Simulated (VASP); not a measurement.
**Ge: single point with PBE**

The system is Ge.

```
Ge
1.0
     0.00000    2.74391    2.87120
     2.74391    0.00000    2.87120
     2.74391    2.74391    0.00000
Ge
2
Cartesian
  2.7439 2.7439 2.8712
  4.1159 4.1159 4.3068
```

This cell differs from its parent crystal: strain -0.030 along x and y, +0.015 along z.

```yaml
Program: VASP 6.6.1
Task: single point
Functional: PBE
Potentials_or_basis: VASP PAW PBE potentials, release 64 (Ge_d)
Cutoff: 520 eV
k_mesh: 14 × 14 × 14
Occupations: gaussian, width 0.15 eV
Spin: no spin polarisation
Dipole_correction: no
Further_INCAR_settings: ALGO = Normal; EDIFF = 1e-06; NBANDS = 21
```

```json
{
 "Pressure": "7.5 GPa",
 "Band gap on the k mesh": "0.16 eV (least direct gap 0.32 eV)"
}
```

Stress tensor (GPa, compression positive):
```
8.67 0.00 0.00
0.00 8.67 0.00
0.00 0.00 5.07
```

Levels at points of the mesh, in eV from the valence-band top:
| k point | band 12 | band 13 | band 14 | band 15 | band 16 | band 17 |
| --- | --- | --- | --- | --- | --- | --- |
| (0.00, 0.00, 0.00) | -0.38 | 0.00 | 0.00 | 0.32 | 2.38 | 2.38 |
| (0.50, 0.00, 0.00) | -7.95 | -1.82 | -1.38 | 0.16 | 3.54 | 3.80 |
| (0.50, 0.50, 0.00) | -9.35 | -3.14 | -3.14 | 0.82 | 0.82 | 9.75 |
| (0.50, 0.00, 0.50) | -9.11 | -3.47 | -3.47 | 0.44 | 0.44 | 9.65 |

Run time: 5.2 min on 1 thread of Intel Xeon 8259CL (shared host), peak memory 0.3 GiB.

Caveat: the cell differs from its parent crystal (strain -0.030 along x and y, +0.015 along z); the cell stands under pressure. A k mesh can miss the band edges.
